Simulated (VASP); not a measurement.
Here is a VASP 6.6.1 calculation.

Contents of INCAR:

```
SYSTEM = Te
ALGO     = Normal         ! electronic algorithm
EDIFF    = 1E-6           ! SCF threshold, eV
ENCUT    = 520            ! plane-wave cutoff, eV
GGA      = PS             ! functional
ISIF     = 2              ! what is computed and relaxed
ISMEAR   = -1             ! smearing method
LASPH    = .TRUE.         ! aspherical terms in the spheres
LCHARG   = .FALSE.        ! write CHGCAR
LREAL    = .FALSE.        ! projectors in reciprocal space
LWAVE    = .FALSE.        ! write WAVECAR
NBANDS   = 16             ! bands
NELM     = 80             ! most SCF steps
PREC     = Accurate       ! precision mode
SIGMA    = 0.05           ! smearing width, eV
```

File KPOINTS:

```
k-points
0
G
  7 7 5
  0 0 0
```

Contents of POSCAR:

```
Te
1.0
    4.2156998202      0.0000000000      0.0000000000
   -2.1078499101      3.6509031391      0.0000000000
    0.0000000000      0.0000000000      5.9470229579
Te
3
Direct
    0.7076586001      0.7076586001      0.0000000000
    0.0000000000      0.2923413999      0.6666666667
    0.2923413999      0.0000000000      0.3333333333
```

Potentials or basis: VASP PAW PBE potentials, release 64 (Te).

Launch:

```bash
$ cat potpaw_PBE.64/Te/POTCAR > POTCAR
$ mpirun -np 1 vasp_std > vasp.out
```

What does it give for the largest force?

0.014 eV/Å.

Estimate the band gap on the k mesh.

0.44 eV, indirect (least direct gap 0.52 eV).

What does it give for the pressure?

2.1 GPa.

Stress tensor (GPa, compression positive):
```
2.03 0.00 0.00
0.00 2.03 0.00
0.00 0.00 2.12
```

Caveat: the PAW data sets were made with another functional, which shifts forces and pressure a little; spin-orbit coupling is left out, which moves the levels of the heavy elements. A k mesh can miss the band edges.
